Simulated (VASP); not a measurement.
# Se (P6/mmm) in VASP: further runs, part 2 of 2

VASP 6.6.1. The steps go on from the part before.

**4. Single point, RPBE (20.36 Å³/atom)**

This run uses another cell than the first one, of 20.36 Å³/atom.

Contents of INCAR:

```
ALGO = Normal ; EDIFF = 1E-6
ENCUT = 520 ; GGA = RP
ISIF = 2 ; ISMEAR = -1
LASPH = T ; LCHARG = F
LREAL = F ; LWAVE = F
NBANDS = 16 ; NELM = 80
PREC = Accurate ; SIGMA = 0.1
```

Contents of KPOINTS:

```
k-points
0
Gamma
  9 9 10
```

Contents of POSCAR:

```
Se
1.0
    4.5806177904      0.0000000000      0.0000000000
   -2.2903088952      3.9669313715      0.0000000000
    0.0000000000      0.0000000000      3.3612922453
Se
3
Direct
    1.0000000000      0.0000000000      0.0000000000
    0.3333333333      0.6666666667      0.5000000000
    0.6666666667      0.3333333333      0.5000000000
```

Started as:

```
> cat potpaw_PBE.64/Se/POTCAR > POTCAR
> mpirun -np 1 vasp_std > vasp.out
```

Wall time 26 s (1 thread of Intel Xeon 6975P-C (Granite Rapids), shared host); peak memory 0.21 GiB.

Results (log left out):

| Property | Result |
| --- | --- |
| Free energy | -7.4304 eV |
| Pressure | 5.9 GPa |
| Band gap on the k mesh | zero (bands 9 and 10 overlap by 3.30 eV) |

Stress tensor (GPa, compression positive):
```
6.76 0.00 0.00
0.00 6.76 0.00
0.00 0.00 4.10
```

Levels at points of the mesh, in eV from the Fermi level:
| k point | band 5 | band 6 | band 7 | band 8 | band 9 | band 10 | band 11 | band 12 | band 13 | band 14 |
| --- | --- | --- | --- | --- | --- | --- | --- | --- | --- | --- |
| (0.00, 0.00, 0.00) | -5.26 | -4.03 | -4.03 | -2.72 | 1.68 | 1.84 | 3.40 | 3.40 | 4.19 | 10.11 |
| (0.00, 0.00, 0.50) | -4.54 | -4.40 | -2.93 | -1.70 | -1.70 | -1.62 | -0.68 | -0.68 | 4.73 | 4.73 |

Caveat: the cell stands under pressure; the PAW data sets were made with another functional, which shifts forces and pressure a little.

**5. Single point, RPBE (21.24 Å³/atom)**

This run uses another cell than the first one, of 21.24 Å³/atom.

Contents of INCAR:

```
ALGO     = Normal         # electronic algorithm
EDIFF    = 1E-6           # SCF threshold, eV
ENCUT    = 520            # plane-wave cutoff, eV
GGA      = RP             # functional
ISIF     = 2              # what is computed and relaxed
ISMEAR   = -1             # smearing method
LASPH    = T              # aspherical terms in the spheres
LCHARG   = T              # write CHGCAR
LELF     = T              # ELF
LREAL    = F              # projectors in reciprocal space
LVHAR    = T            
LWAVE    = F              # write WAVECAR
NBANDS   = 16             # bands
NELM     = 60             # most SCF steps
PREC     = Accurate       # precision mode
SIGMA    = 0.1            # smearing width, eV
```

KPOINTS is that of step 4.

Contents of POSCAR:

```
Se
1.0
    4.6460640295      0.0000000000      0.0000000000
   -2.3230320148      4.0236094772      0.0000000000
    0.0000000000      0.0000000000      3.4093171944
Se
3
Direct
    1.0000000000      0.0000000000      0.0000000000
    0.3333333333      0.6666666667      0.5000000000
    0.6666666667      0.3333333333      0.5000000000
```

Potentials or basis: VASP PAW PBE potentials, release 64 (Se).

Started as:

```
> cat potpaw_PBE.64/Se/POTCAR > POTCAR
> mpirun -np 1 vasp_std > vasp.out
```

OUTCAR:

```text
EDIFF = 1E-6
   ENCUT = 520
   GGA = RP
   ISIF = 2
   ISMEAR = -1
   LASPH = T
   LREAL = F
   NELM = 60
   PREC = Accurate

 ion  position               nearest neighbor table
   1  0.000  0.000  0.000-
   2  0.333  0.667  0.500-   3 2.68   3 2.68   3 2.68
   3  0.667  0.333  0.500-   2 2.68   2 2.68   2 2.68

  LATTYP: Found a hexagonal cell.
 ALAT       =     4.6460640295
 C/A-ratio  =     0.7338076214

  Lattice vectors:

 A1 = (   4.6460640295,   0.0000000000,   0.0000000000)
 A2 = (  -2.3230320148,   4.0236094772,   0.0000000000)
 A3 = (   0.0000000000,   0.0000000000,   3.4093171944)

Analysis of symmetry for initial positions (statically):
=====================================================================
 Subroutine PRICEL returns:
 Original cell was already a primitive cell.

 Routine SETGRP: Setting up the symmetry group for a
 hexagonal supercell.

 Subroutine GETGRP returns: Found 24 space group operations
 (whereof 24 operations were pure point group operations)
[... 165 lines left out ...]

 E-fermi :   5.0923     XC(G=0): -10.2713

 val. band max:        5.0562293949   @ k =   0.2222   0.1111   0.3000
 cond. band min:       5.0938132939   @ k =   0.0000   0.0000   0.2000
 fundamental gap:      0.0375838991
 Fermi energy:         5.0922533814

 k-point     1 :       0.0000    0.0000    0.0000
  band No.  band energies     occupation
      1     -10.9682      2.00000
      2      -6.4959      2.00000
      3      -5.9293      2.00000
      4       0.1002      2.00000
      5       0.1002      2.00000
      6       1.3141      2.00000
[... 433 lines left out ...]
      3      -7.9718      2.00000
      4       0.0592      2.00000
      5       1.8364      2.00000
      6       1.8364      2.00000
[... 8 lines left out ...]
     15      13.5604      0.00000
     16      15.0043      0.00000

 [... further k-points ...]

------------------------ aborting loop because EDIFF is reached ----------------------------------------

  FORCE on cell =-STRESS in cart. coord.  units (eV):
  Direction    XX          YY          ZZ          XY          YZ          ZX
  --------------------------------------------------------------------------------------
  -------------------------------------------------------------------------------------
  Total        1.1433884      1.1433884      0.7693366     -0.0000000      0.0000000      0.0000000
  in kB       28.7432551     28.7432551     19.3400923     -0.0000000      0.0000000      0.0000000
  external PRESSURE =      25.6088675 kB  Pullay stress =       0.0000000 kB

 VOLUME and BASIS-vectors are now :
 -----------------------------------------------------------------------------
  energy-cutoff  :      520.00
  volume of cell :       63.73
      direct lattice vectors                 reciprocal lattice vectors
     4.646064029  0.000000000  0.000000000     0.215235949  0.124266533  0.000000000
    -2.323032015  4.023609477  0.000000000     0.000000000  0.248533066  0.000000000
     0.000000000  0.000000000  3.409317194     0.000000000  0.000000000  0.293313864

 POSITION                                       TOTAL-FORCE (eV/Angst)
 -----------------------------------------------------------------------------------
      0.00000      0.00000      0.00000         0.000000      0.000000     -0.000000
     -0.00000      2.68241      1.70466         0.000000      0.000000      0.000000
      2.32303      1.34120      1.70466        -0.000000     -0.000000     -0.000000
 -----------------------------------------------------------------------------------
    total drift:                               -0.000000      0.000000     -0.000000

  FREE ENERGIE OF THE ION-ELECTRON SYSTEM (eV)
  ---------------------------------------------------
  free  energy   TOTEN  =        -7.4993805322 eV

  energy  without entropy=       -7.4229615929  energy(sigma->0) =       -7.46117106
```

stdout:

```text
POSCAR found type information on POSCAR Se
 POSCAR found :  1 types and       3 ions
 scaLAPACK will be used
 -----------------------------------------------------------------------------
|                                                                             |
|                                                                             |
|     You enforced a specific xc type in the INCAR file but a different       |
|     I HOPE YOU KNOW WHAT YOU ARE DOING!                                     |
|                                                                             |
 -----------------------------------------------------------------------------

 LDA part: xc-table for (Slater+PW92), standard interpolation
 POSCAR, INCAR and KPOINTS ok, starting setup
 FFT: planning ... GRIDC
 FFT: planning ... GRID_SOFT
 FFT: planning ... GRID
 WAVECAR not read
 entering main loop
```

It took 26 s on 1 thread of Intel Xeon 6975P-C (Granite Rapids), shared host; peak memory 0.2 GiB.

Results:

* Free energy: -7.4994 eV
* Pressure: 2.6 GPa
* Band gap on the k mesh: zero (bands 9 and 10 overlap by 3.07 eV)

Caveat: the PAW data sets were made with another functional, which shifts forces and pressure a little.

**6. The runs side by side**

```tsv
cell	k mesh	gap on the mesh (eV)	pressure (GPa)
a = 4.710, b = 4.710, c = 3.456 Å, angles 90.0, 90.0, 120.0°, 3 atoms	7 × 7 × 10	none	0.0
a = 4.513, b = 4.513, c = 3.312 Å, angles 90.0, 90.0, 120.0°, 3 atoms	9 × 9 × 10	none	10.0
a = 4.581, b = 4.581, c = 3.361 Å, angles 90.0, 90.0, 120.0°, 3 atoms	9 × 9 × 10	none	5.9
a = 4.646, b = 4.646, c = 3.409 Å, angles 90.0, 90.0, 120.0°, 3 atoms	9 × 9 × 10	none	2.6
```

Alike in all rows: task single point; level RPBE; potentials or basis VASP PAW PBE potentials, release 64 (Se); no spin polarisation; cutoff (eV) 520; smearing fermi-dirac 0.1 eV.

Caveats: the PAW data sets were made with another functional, which shifts forces and pressure a little; the cell stands under pressure (at least some runs).

Absolute energies hang on the potentials; compare differences alone.

The gap in the log of VASP goes by the Fermi energy; the results here count the filled bands.